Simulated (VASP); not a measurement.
Runs of VASP 6.6.1 on GaP (rocksalt type). The structure is that of space group Fm-3m (No. 225), or close to it. The cells are those of the table. 

```tsv
cell	gap on the mesh (eV)	pressure (GPa)
a = 3.078 Å, angles 60.0°, 2 atoms	none	(a)
a = 2.926 Å, angles 60.0°, 2 atoms	none	230.5
a = 3.315 Å, angles 60.0°, 2 atoms	none	38.8
a = 3.201 Å, angles 60.0°, 2 atoms	none	71.8
```

Alike in all rows: task single point; level LDA; potentials or basis VASP PAW LDA potentials, release 64 (Ga_d, P); no spin polarisation; k mesh 14 × 14 × 14; cutoff (eV) 500; smearing fermi-dirac 0.1 eV.

**Question.** Fill in the values left out.

**Answer.** (a) 125.3.

Caveats: the cell stands under pressure.

A k mesh can miss the band edges, and the runs leave out spin-orbit coupling on Ga.

A gap of «none» marks levels without a gap at the run's occupations.
